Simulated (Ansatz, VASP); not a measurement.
**SnO: VASP beside Ansatz**

The input INCAR:

```
PREC = Accurate
ENCUT = 520
EDIFF = 1E-8
ISMEAR = -1
SIGMA = 0.02
LREAL = False
LASPH = True
NELM = 60
ALGO = Normal
ISIF = 2
LWAVE = False
LCHARG = False
GGA = PS
LEFG = True
NBANDS = 50
```

KPOINTS

```
regular mesh
0
Gamma
  8 8 3
```

File POSCAR:

```
SnO
1.0
    2.5000000000     -2.8600000000      0.0000000000
    2.5000000000      2.8600000000      0.0000000000
    0.0000000000      0.0000000000     11.1200000000
Sn O
4 4
Direct
    0.0000644665     -0.0000644665     -0.0141813990
   -0.0000644665      0.0000644665      0.4858186010
    0.4996782160      0.5003217840      0.2711709670
    0.5003217840      0.4996782160      0.7711709670
    0.9998128415      0.5000024962      0.3785052160
    0.0001871585      0.4999975038      0.8785052160
    0.4999975038      0.0001871585      0.3785052160
    0.5000024962      0.9998128415      0.8785052160
```

Input for Ansatz:

```yaml
crystal:
  lattice:
    - [2.5, -2.86, 0.0]
    - [2.5, 2.86, 0.0]
    - [0.0, 0.0, 11.12]
  atoms:
    - { symbol: Sn, position: [6.44665e-05, -6.44665e-05, -0.014181399] }
    - { symbol: Sn, position: [-6.44665e-05, 6.44665e-05, 0.485818601] }
    - { symbol: Sn, position: [0.499678216, 0.500321784, 0.271170967] }
    - { symbol: Sn, position: [0.500321784, 0.499678216, 0.771170967] }
    - { symbol: O, position: [0.9998128415, 0.5000024962, 0.378505216] }
    - { symbol: O, position: [0.0001871585, 0.4999975038, 0.878505216] }
    - { symbol: O, position: [0.4999975038, 0.0001871585, 0.378505216] }
    - { symbol: O, position: [0.5000024962, 0.9998128415, 0.878505216] }
kpoints:
  mp_grid: { grid: [8, 8, 3] }
scf:
  occupations: { method: fermi_dirac, width: 0.02 }
hamiltonian:
  xc: pbesol
  pseudopotentials: { kind: paw }
output:
  forces: true
  stress: true
  populations: true
  efg:
    quadrupole_moments_barn: { Sn: -0.132, O: -0.02558 }
    contact_densities: true
```

Alike in both runs: task electric field gradients; functional PBEsol; k mesh 8 × 8 × 3; occupations fermi-dirac, width 0.02 eV; no spin polarisation.

```csv
,VASP,Ansatz
version,VASP 6.6.1,Ansatz 0.2.0
potentials or method,"VASP PAW PBE potentials, release 64 (Sn_d, O)","plane-wave PAW, scalar-relativistic"
plane-wave cutoff (eV),520,420
valence electrons in the cell,80,80
```

```csv
,VASP,Ansatz,Ansatz less VASP
pressure (GPa),-1.2,-1.4,-0.20
"traceless stress, the component that is largest in VASP (GPa)",10.60,10.65,+0.047
rms of the force components (eV/Å),0.103,0.137,+0.0340
size of Vzz on the site where it differs most (V/Å²),168.7,179.0,+10.26
```

VASP's potentials were made for PBE, not for PBEsol. Atom by atom the forces differ by 0.034 eV/Å (rms over components).
